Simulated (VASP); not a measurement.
A run of VASP 6.6.1:

The input INCAR:

```
PREC = Accurate ; ENCUT = 600
EDIFF = 1E-6 ; ISMEAR = -1
SIGMA = 0.05 ; LREAL = F
LASPH = T ; NELM = 150
ALGO = Normal ; ISIF = 3
LWAVE = F ; LCHARG = F
ISPIN = 2 ; MAGMOM = 1 0
LORBIT = 11 ; LMAXMIX = 4
GGA = B5 ; ALDAX = 1.0
AGGAX = 1.0 ; AGGAC = 1.0
ALDAC = 0.0 ; IBRION = 2
NSW = 80 ; EDIFFG = -0.005
```

Contents of KPOINTS:

```
regular mesh
0
Gamma
  9 9 9
```

File POSCAR:

```
AlNi
1.0
    2.8810000000      0.0000000000      0.0000000000
    0.0000000000      2.8810000000      0.0000000000
    0.0000000000      0.0000000000      2.8810000000
Ni Al
1 1
Direct
    0.5000000000      0.5000000000      0.5000000000
    0.0000000000      0.0000000000      0.0000000000
```

Potentials or basis: VASP PAW PBE potentials, release 64 (Ni, Al).

Run with:

```sh
$ cat potpaw_PBE.64/Ni/POTCAR potpaw_PBE.64/Al/POTCAR > POTCAR
$ mpirun -np 1 vasp_std > vasp.out
```

Hardware: 1 thread of Intel Xeon 8259CL (shared host).

Estimate the wall time of this run.

It took 52 s on 1 thread of Intel Xeon 8259CL, on a shared host, peak memory 0.17 GiB. Counts: scf iterations 31, k points 35, ion steps 3.
